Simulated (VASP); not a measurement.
# Br (C2/m) in VASP: further runs

The runs below take Br through single point, with PBE.

All numbers are computed with VASP 6.6.1; they aren't measurements. Logs are shortened: lines on timing, memory, paths and dates and some standing lists are left out, and cuts for length are marked.

### Step 1. The cell of the first run

It takes space group C2/m (No. 12, monoclinic). The conventional cell has a = 9.206 Å, b = 3.402 Å, c = 2.617 Å, α = 90.00°, β = 105.37°, γ = 90.00°. Within 3.5 Å of Br (site symmetry 2/m) lie 4 Br at 2.62 to 3.40 Å.

### Step 2. Single point, PBE (shear of c along a, cell held: -2.0 %)

Contents of INCAR:

```
SYSTEM = Br
PREC = Accurate
ENCUT = 520
EDIFF = 1E-7
ISMEAR = 0
SIGMA = 0.1
LREAL = .False.
LASPH = .True.
NELM = 80
ALGO = Normal
ISIF = 2
LWAVE = .False.
LCHARG = .False.
GGA = PE
NBANDS = 14
```

Contents of KPOINTS:

```
regular mesh
0
Gamma
  16 12 6
  0 0 0
```

Contents of POSCAR:

```
Br
1.0
    2.6171676786      0.0000000000      0.0000000000
    0.0000000000      3.4022432824      0.0000000000
   -0.1775332585      0.0000000000      8.8766629238
Br
2
Direct
    0.0000000000      0.0000000000      0.0000000000
    0.5000000000      0.5000000000      0.5000000000
```

Potentials or basis: VASP PAW PBE potentials, release 64 (Br).

On the command line:

```sh
cat potpaw_PBE.64/Br/POTCAR > POTCAR
mpirun -np 1 vasp_std > vasp.out
```

OUTCAR:

```text
SYSTEM = Br
   PREC = Accurate
   ENCUT = 520
   EDIFF = 1E-7
   ISMEAR = 0
   LREAL = .False.
   LASPH = .True.
   NELM = 80
   ISIF = 2
   GGA = PE

 ion  position               nearest neighbor table
   1  0.000  0.000  0.000-
   2  0.500  0.500  0.500-

  LATTYP: Found a simple monoclinic cell.
 ALAT       =     2.6171676786
 B/A-ratio  =     1.2999714578
 C/A-ratio  =     3.3923841225
 COS(beta)  =    -0.0199960012

  Lattice vectors:

 A1 = (   2.6171676786,   0.0000000000,   0.0000000000)
 A2 = (   0.0000000000,   3.4022432824,   0.0000000000)
 A3 = (  -0.1775332585,   0.0000000000,   8.8766629238)

Analysis of symmetry for initial positions (statically):
=====================================================================
 Subroutine PRICEL returns following result:

  LATTYP: Found a base centered monoclinic cell.
 ALAT       =     9.2058112498
 B/A-ratio  =     0.3695756072
 C/A-ratio  =     0.2842951705
 COS(beta)  =    -0.2650102586

  Lattice vectors:

 A1 = (   1.2198172100,  -1.7011216412,   4.4383314619)
 A2 = (   1.2198172100,   1.7011216412,   4.4383314619)
 A3 = (  -2.6171676786,   0.0000000000,   0.0000000000)

   2 primitive cells build up your supercell.

 Routine SETGRP: Setting up the symmetry group for a
 simple monoclinic supercell.

 Subroutine GETGRP returns: Found  4 space group operations
 (whereof  4 operations were pure point group operations)
 out of a pool of  4 trial point group operations.

The static configuration has the point symmetry C_2h.

Analysis of symmetry for dynamics (positions and initial velocities):
=====================================================================
 Subroutine PRICEL returns following result:

  LATTYP: Found a base centered monoclinic cell.
 ALAT       =     9.2058112498
 B/A-ratio  =     0.3695756072
 C/A-ratio  =     0.2842951705
 COS(beta)  =    -0.2650102586

  Lattice vectors:

 A1 = (   1.2198172100,  -1.7011216412,   4.4383314619)
 A2 = (   1.2198172100,   1.7011216412,   4.4383314619)
 A3 = (  -2.6171676786,   0.0000000000,   0.0000000000)

   2 primitive cells build up your supercell.

 Routine SETGRP: Setting up the symmetry group for a
 simple monoclinic supercell.

 Subroutine GETGRP returns: Found  4 space group operations
 (whereof  4 operations were pure point group operations)
 out of a pool of  4 trial point group operations.

The dynamic configuration has the point symmetry C_2h.

 Subroutine INISYM returns: Found  4 space group operations
 (whereof  4 operations are pure point group operations),
 and found     2 'primitive' translations

----------------------------------------------------------------------------------------

                                     Primitive cell

  volume of cell :      39.5200

  direct lattice vectors                    reciprocal lattice vectors
     1.219817210 -1.701121641  4.438331462     0.000000000 -0.293923719  0.112654948
     1.219817210  1.701121641  4.438331462     0.000000000  0.293923719  0.112654948
    -2.617167679  0.000000000  0.000000000    -0.382092446  0.000000000  0.105013099

  length of vectors
     4.907194212  4.907194212  2.617167679     0.314773395  0.314773395  0.396260506

  position of ions in fractional coordinates (direct lattice)
     0.000000000  0.000000000  0.000000000

  ion indices of the primitive-cell ions
   primitive index   ion index
                 1           1

----------------------------------------------------------------------------------------

 KPOINTS: regular mesh

Automatic generation of k-mesh.
 Grid dimensions read from file:
 generate k-points for:   16   12    6

 Generating k-lattice:

  Cartesian coordinates                     Fractional coordinates (reciprocal lattice)
     0.023880778  0.000000000  0.000477616     0.062500000  0.000000000  0.000000000
     0.000000000  0.024493643  0.000000000     0.000000000  0.083333333  0.000000000
     0.000000000  0.000000000  0.018775825     0.000000000  0.000000000  0.166666667

  Length of vectors
     0.023885554  0.024493643  0.018775825

  Shift w.r.t. Gamma in fractional coordinates (k-lattice)
     0.000000000  0.000000000  0.000000000

 Subroutine IBZKPT returns following result:
 ===========================================

 Found    350 irreducible k-points:

 Following reciprocal coordinates:
            Coordinates               Weight
  0.000000  0.000000  0.000000      1.000000
  0.062500  0.000000  0.000000      2.000000
  0.125000  0.000000  0.000000      2.000000
  0.187500  0.000000  0.000000      2.000000
  0.250000  0.000000  0.000000      2.000000
  0.312500  0.000000  0.000000      2.000000
[... 16 lines left out ...]
  0.250000  0.166667  0.000000      4.000000
  0.312500  0.166667  0.000000      4.000000
 [... further k-points ...]
   k-points           NKPTS =    350   k-points in BZ     NKDIM =    350   number of bands    NBANDS=     14
   number of dos      NEDOS =    301   number of ions     NIONS =      2
   total plane-waves  NPLWV =  39200
   dimension x,y,z NGX =    20 NGY =   28 NGZ =   70
   dimension x,y,z NGXF=    40 NGYF=   56 NGZF=  140
   ions per type =               2
   NGX,Y,Z   is equivalent  to a cutoff of  12.70, 13.68, 13.11 a.u.
   NGXF,Y,Z  is equivalent  to a cutoff of  25.41, 27.36, 26.21 a.u.
 SYSTEM =  Br
   PREC   = accura    normal or accurate (medium, high low for compatibility)
   ISTART =      0    job   : 0-new  1-cont  2-samecut
   ICHARG =      2    charge: 1-file 2-atom 10-const
   ISPIN  =      1    spin polarized calculation?
   LNONCOLLINEAR =      F non collinear calculations
   LSORBIT =      F    spin-orbit coupling
   LASPH  =      T    aspherical Exc in radial PAW
   ENCUT  =  520.0 eV  38.22 Ry    6.18 a.u.   4.87  6.33 16.51*2*pi/ulx,y,z
   NELM   =     80;   NELMIN=  2; NELMDL= -5     # of ELM steps
   EDIFF  = 0.1E-06   stopping-criterion for ELM
   LREAL  =      F    real-space projection
   EDIFFG = 0.1E-05   stopping-criterion for IOM
   NSW    =      0    number of steps for IOM
   IBRION =     -1    ionic relax: 0-MD 1-quasi-New 2-CG
   NFREE  =      0    steps in history (QN), initial steepest desc. (CG)
   ISIF   =      2    stress and relaxation
   ISYM   =      2    0-nonsym 1-usesym 2-fastsym
   POTIM  = 0.5000    time-step for ionic-motion
   TEBEG  =    0.0;   TEEND  =   0.0 temperature during run
   PSTRESS=    0.0 pullay stress
   NELECT =      14.0000    total number of electrons
   NUPDOWN=      -1.0000    fix difference up-down
   EMIN   =  10.00;   EMAX   =-10.00  energy-range for DOS
   EFERMI =   0.00;   METHOD = LEGACY
   ISMEAR =     0;   SIGMA  =   0.10  broadening in eV -4-tet -1-fermi 0-gaus
   EFERMI_NEDOS =   21; number of points for ismear=-14 and -15
   IALGO  =     38    algorithm
   IMIX   =      4    mixing-type and parameters
     AMIX     =   0.40;   BMIX     =  1.00
     AMIX_MAG =   1.60;   BMIX_MAG =  1.00
  volume/ion in A,a.u.               =      39.52       266.69
  Fermi-wavevector in a.u.,A,eV,Ry     =   0.919395  1.737404 11.500821  0.845286
  Thomas-Fermi vector in A             =   2.044584
   LORBIT       =      0    0 simple, 1 ext, 2 COOP (PROOUT), +10 PAW based schemes
   GGA     = PE    functional components
   LHFCALC =     F    Hartree Fock is set to
   AEXX    =    0.0000 exact exchange contribution
   IVDW    =     0    specifies the selected vdW correction
   LEPSILON=     F    determine dielectric tensor
   LRPA    =     F    only Hartree local field effects (RPA)
 non-spin polarized calculation
 Gauss-broadening in eV      SIGMA  =   0.10
  energy-cutoff  :      520.00
  volume of cell :       79.04
 maximum number of plane-waves:      2161
   NGX =  9   NGY = 13   NGZ = 33

 number of electron      14.0000001 magnetization

 Free energy of the ion-electron system (eV)
  ---------------------------------------------------
  ext. energy  EPLUGINS =         0.00000000
  ---------------------------------------------------
  free energy    TOTEN  =        -3.03096111 eV

  energy without entropy =       -3.01989005  energy(sigma->0) =       -3.02542558

 E-fermi :  -1.2032     XC(G=0):  -7.0904

 val. band max:       -1.2242911015   @ k =   0.5000   0.5000   0.0000
 cond. band min:      -1.1953782286   @ k =   0.1875   0.2500   0.0000
 fundamental gap:      0.0289128730
 Fermi energy:        -1.2031546837

 k-point     1 :       0.0000    0.0000    0.0000
  band No.  band energies     occupation
      1     -16.7134      2.00000
      2     -16.6820      2.00000
      3      -4.2629      2.00000
      4      -3.6251      2.00000
      5      -2.2389      2.00000
      6      -2.2018      2.00000
      7       2.3312      0.00000
      8       2.3456      0.00000
      9       3.8986      0.00000
     10       6.4296      0.00000
     11       7.3817      0.00000
     12       7.5930      0.00000
     13      10.8914      0.00000
     14      11.2607      0.00000

 k-point     2 :       0.0625    0.0000    0.0000
  band No.  band energies     occupation
      1     -16.6460      2.00000
      2     -16.6147      2.00000
      3      -4.1968      2.00000
      4      -3.5640      2.00000
      5      -2.1829      2.00000
      6      -2.1461      2.00000
      7       1.7242      0.00000
      8       1.7392      0.00000
      9       3.9845      0.00000
     10       6.5103      0.00000
     11       7.4623      0.00000
     12       7.6409      0.00000
     13      11.1341      0.00000
     14      11.9811      0.00000

 k-point     3 :       0.1250    0.0000    0.0000
  band No.  band energies     occupation
      1     -16.4462      2.00000
      2     -16.4155      2.00000
      3      -4.0016      2.00000
      4      -3.3844      2.00000
      5      -2.0186      2.00000
      6      -1.9829      2.00000
      7       0.3117      0.00000
      8       0.3293      0.00000
      9       4.2377      0.00000
     10       6.7512      0.00000
     11       7.7004      0.00000
     12       7.7706      0.00000
     13      11.4284      0.00000
     14      12.2601      0.00000
[... 324 lines left out ...]
 k-point    23 :       0.2500    0.1667    0.0000
  band No.  band energies     occupation
      1     -15.5954      2.00000
      2     -15.5705      2.00000
      3      -3.1216      2.00000
      4      -2.9432      2.00000
      5      -2.9259      2.00000
      6      -2.6373      2.00000
      7      -2.2823      2.00000
      8      -2.2614      2.00000
      9       5.7851      0.00000
     10       7.8871      0.00000
     11       9.0076      0.00000
     12       9.8281      0.00000
     13      10.3165      0.00000
     14      11.0661      0.00000

 k-point    24 :       0.3125    0.1667    0.0000
  band No.  band energies     occupation
      1     -15.0923      2.00000
      2     -15.0700      2.00000
      3      -4.4573      2.00000
      4      -4.4397      2.00000
      5      -2.6470      2.00000
      6      -2.2289      2.00000
      7      -1.8727      2.00000
      8      -1.8551      2.00000
      9       6.4782      0.00000
     10       7.8500      0.00000
     11       9.2295      0.00000
     12       9.3226      0.00000
     13      10.0486      0.00000
     14      11.2238      0.00000

 [... further k-points ...]
[... 5 lines left out ...]
  --------------------------------------------------------------------------------------
  -------------------------------------------------------------------------------------
  Total       -0.4023436      0.2240532     -0.0016557      0.0000000      0.0000000      0.0013695
  in kB       -8.1556960      4.5416645     -0.0335611      0.0000000      0.0000000      0.0277606
  external PRESSURE =      -1.2158642 kB  Pullay stress =       0.0000000 kB

 VOLUME and BASIS-vectors are now :
 -----------------------------------------------------------------------------
  energy-cutoff  :      520.00
  volume of cell :       79.04
      direct lattice vectors                 reciprocal lattice vectors
     2.617167679  0.000000000  0.000000000     0.382092446  0.000000000  0.007641849
     0.000000000  3.402243282  0.000000000     0.000000000  0.293923719  0.000000000
    -0.177533259  0.000000000  8.876662924     0.000000000  0.000000000  0.112654948

 POSITION                                       TOTAL-FORCE (eV/Angst)
 -----------------------------------------------------------------------------------
      0.00000      0.00000      0.00000         0.000000      0.000000      0.000000
      1.21982      1.70112      4.43833        -0.000000     -0.000000     -0.000000
 -----------------------------------------------------------------------------------
    total drift:                                0.000000      0.000000      0.000000

  FREE ENERGIE OF THE ION-ELECTRON SYSTEM (eV)
  ---------------------------------------------------
  free  energy   TOTEN  =        -3.0309611071 eV

  energy  without entropy=       -3.0198900467  energy(sigma->0) =       -3.02542558
```

It took 3.1 min on 1 thread of Intel Xeon Platinum 8559C (Emerald Rapids), shared host; peak memory 0.41 GiB.

What came out:

```
Free energy            : -3.0310 eV
Pressure               : -0.1 GPa
Band gap on the k mesh : zero (bands 7 and 8 overlap by 5.28 eV)
```

Stress tensor (GPa, compression positive):
```
-0.82  0.00  0.00
 0.00  0.45  0.00
 0.00  0.00  0.00
```

Levels at points of the mesh, in eV from the Fermi level:
| k point | band 2 | band 3 | band 4 | band 5 | band 6 | band 7 | band 8 | band 9 | band 10 | band 11 |
| --- | --- | --- | --- | --- | --- | --- | --- | --- | --- | --- |
| (0.00, 0.00, 0.00) | -15.48 | -3.06 | -2.42 | -1.04 | -1.00 | 3.53 | 3.55 | 5.10 | 7.63 | 8.58 |
| (0.50, 0.00, 0.00) | -12.88 | -5.78 | -5.78 | -0.45 | -0.45 | 0.86 | 0.86 | 7.94 | 7.94 | 10.43 |
| (0.00, 0.50, 0.00) | -15.08 | -3.95 | -3.95 | -2.17 | -2.17 | 3.77 | 3.77 | 7.31 | 7.31 | 8.62 |
| (0.50, 0.50, 0.00) | -12.50 | -5.36 | -5.36 | -1.56 | -1.56 | -0.02 | -0.02 | 6.74 | 6.74 | 9.15 |
| (0.00, 0.00, 0.50) | -15.49 | -2.76 | -2.76 | -1.02 | -1.02 | 3.54 | 3.54 | 6.30 | 6.30 | 8.44 |
| (0.50, 0.00, 0.50) | -12.88 | -5.78 | -5.78 | -0.46 | -0.42 | 0.86 | 0.86 | 7.63 | 7.79 | 11.60 |
| (0.00, 0.50, 0.50) | -15.08 | -3.96 | -3.96 | -2.16 | -2.16 | 3.77 | 3.77 | 6.74 | 6.74 | 10.58 |
| (0.50, 0.50, 0.50) | -12.50 | -5.36 | -5.36 | -1.56 | -1.56 | -0.02 | -0.02 | 6.76 | 6.76 | 9.32 |

Caveat: the cell differs from its parent crystal (shear of c along a, cell held: -2.0 %); this functional lacks dispersion, which binds layers or chains, so the pressure and a relaxed spacing across them are unreliable.

### Step 3. Single point, PBE (shear of c along a, cell held: +2.0 %)

Contents of INCAR:

```
SYSTEM = Br
PREC     = Accurate       ! precision mode
ENCUT    = 520            ! plane-wave cutoff, eV
EDIFF    = 1E-6           ! SCF threshold, eV
ISMEAR   = 0              ! smearing method
SIGMA    = 0.1            ! smearing width, eV
LREAL    = .False.        ! projectors in reciprocal space
LASPH    = .True.         ! aspherical terms in the spheres
NELM     = 80             ! most SCF steps
ALGO     = Normal         ! electronic algorithm
ISIF     = 2              ! what is computed and relaxed
LWAVE    = .False.        ! write WAVECAR
LCHARG   = .True.         ! write CHGCAR
GGA      = PE             ! functional
LELF     = .True.         ! ELF
LVHAR    = .True.       
NBANDS   = 14             ! bands
```

KPOINTS is that of step 2.

Edit POSCAR of step 2 so:

```diff
@@ -4,3 +4,3 @@
     0.0000000000      3.4022432824      0.0000000000
-   -0.1775332585      0.0000000000      8.8766629238
+    0.1775332585      0.0000000000      8.8766629238
 Br
```

Potentials or basis: VASP PAW PBE potentials, release 64 (Br).

On the command line:

```sh
cat potpaw_PBE.64/Br/POTCAR > POTCAR
mpirun -np 1 vasp_std > vasp.out
```

Wall time 2.8 min (1 thread of Intel Xeon Platinum 8559C (Emerald Rapids), shared host); peak memory 0.42 GiB.

The run converged. Its results:

```yaml
Free_energy: -3.0310 eV
Pressure: -0.1 GPa
Band_gap_on_the_k_mesh: zero (bands 7 and 8 overlap by 5.28 eV)
```

Stress tensor (GPa, compression positive):
```
-0.81  0.00  0.00
 0.00  0.45  0.00
 0.00  0.00 -0.01
```

Levels at points of the mesh, in eV from the Fermi level:
```
           k point  band 4  band 5  band 6  band 7  band 8  band 9
(0.00, 0.00, 0.00)   -2.42   -1.04   -1.00    3.53    3.55    5.10
(0.50, 0.00, 0.00)   -5.78   -0.45   -0.45    0.86    0.86    7.94
(0.00, 0.50, 0.00)   -3.95   -2.17   -2.17    3.77    3.77    7.31
(0.50, 0.50, 0.00)   -5.36   -1.56   -1.56   -0.02   -0.02    6.74
(0.00, 0.00, 0.50)   -2.76   -1.02   -1.02    3.54    3.54    6.30
(0.50, 0.00, 0.50)   -5.78   -0.46   -0.42    0.86    0.86    7.63
(0.00, 0.50, 0.50)   -3.96   -2.16   -2.16    3.77    3.77    6.74
(0.50, 0.50, 0.50)   -5.36   -1.56   -1.56   -0.02   -0.02    6.76
```

Caveat: the cell differs from its parent crystal (shear of c along a, cell held: +2.0 %); this functional lacks dispersion, which binds layers or chains, so the pressure and a relaxed spacing across them are unreliable.

[end of part 1 of 2]

The gap in the log of VASP goes by the Fermi energy; the results here count the filled bands.